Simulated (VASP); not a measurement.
**CoSi: relaxation of cell and atoms with PBE**

CoSi:

```
CELL_PARAMETERS angstrom
4.38312 0.00000 0.00000
0.00000 4.38312 0.00000
0.00000 0.00000 4.38312
ATOMIC_POSITIONS crystal
Co 0.85410 0.64590 0.35410
Co 0.64590 0.35410 0.85410
Co 0.35410 0.85410 0.64590
Co 0.14590 0.14590 0.14590
Si 0.15654 0.34346 0.65654
Si 0.34346 0.65654 0.15654
Si 0.65654 0.15654 0.34346
Si 0.84346 0.84346 0.84346
```

```
Program                : VASP 6.6.1
Task                   : relaxation of cell and atoms
Functional             : PBE
Potentials or basis    : VASP PAW PBE potentials, release 64 (Co, Si)
Cutoff                 : 600 eV
k mesh                 : 8 × 8 × 8
Occupations            : gaussian, width 0.1 eV
Spin                   : no spin polarisation
Dipole correction      : no
Further INCAR settings : ALGO = Normal; EDIFF = 1e-07; IBRION = 2; EDIFFG = -0.005; NSW = 100; ISIF = 3
```

| Property | Result |
| --- | --- |
| Relaxed volume | 10.86 Å³/atom |
| Relaxed cell | a = 4.430 Å, b = 4.430 Å, c = 4.430 Å, α = 90.00°, β = 90.00°, γ = 90.00° |
| Space group after relaxing (to 0.05 Å) | P2_13 (No. 198) |
| Energy gained by relaxing | 7.7 meV/atom |
| Ionic steps | 11 |
| Pressure after relaxing | 0.0 GPa |
| Band gap on the k mesh | zero (band 26 reaches 12.11 eV, above the bottom of band 27 at 11.90 eV) |

The path:
```
step  energy change (eV)  largest force (eV/Å)  pressure (GPa)  volume (Å³)
   1              0.0000                0.0169            7.55        84.21
   2              0.0329                0.1222           -8.17        90.40
   3             -0.0608                0.0488           -0.04        86.89
   4             -0.0608                0.0476            0.10        86.84
   5             -0.0612                0.0328            0.08        86.85
   6             -0.0615                0.0090            0.07        86.88
   7             -0.0615                0.0116            0.09        86.88
   8             -0.0615                0.0038           -0.16        86.98
   9             -0.0616                0.0062           -0.05        86.94
  10             -0.0616                0.0065           -0.04        86.93
  11             -0.0616                0.0012            0.00        86.92
```

Final structure:
```yaml
crystal:
  lattice:
    - [4.42967, 0.00000, 0.00000]
    - [0.00000, 4.42967, 0.00000]
    - [0.00000, 0.00000, 4.42967]
  atoms:
    - { symbol: Co, position: [0.85489, 0.64511, 0.35489] }
    - { symbol: Co, position: [0.64511, 0.35489, 0.85489] }
    - { symbol: Co, position: [0.35489, 0.85489, 0.64511] }
    - { symbol: Co, position: [0.14511, 0.14511, 0.14511] }
    - { symbol: Si, position: [0.15679, 0.34321, 0.65679] }
    - { symbol: Si, position: [0.34321, 0.65679, 0.15679] }
    - { symbol: Si, position: [0.65679, 0.15679, 0.34321] }
    - { symbol: Si, position: [0.84321, 0.84321, 0.84321] }
```

Levels at points of the mesh, in eV from the Fermi level:
```tsv
k point	band 23	band 24	band 25	band 26	band 27	band 28	band 29	band 30
(0.00, 0.00, 0.00)	-0.79	-0.79	-0.02	-0.02	-0.02	2.48	2.48	2.48
(0.50, 0.00, 0.00)	-0.66	-0.66	-0.50	-0.50	0.99	0.99	1.47	1.47
(0.50, 0.50, 0.00)	-1.01	-1.01	-0.05	-0.05	0.57	0.57	1.99	1.99
(0.50, 0.50, 0.50)	-1.23	-1.23	-0.23	-0.23	-0.23	-0.23	5.40	5.40
```

Run time: 8.4 min on 1 thread of AMD EPYC 9R45 96-Core Processor (Zen 5), on a shared host, peak memory 0.26 GiB.

Spin polarisation is off, so any magnetic state and its effect on volume and gap are missing.
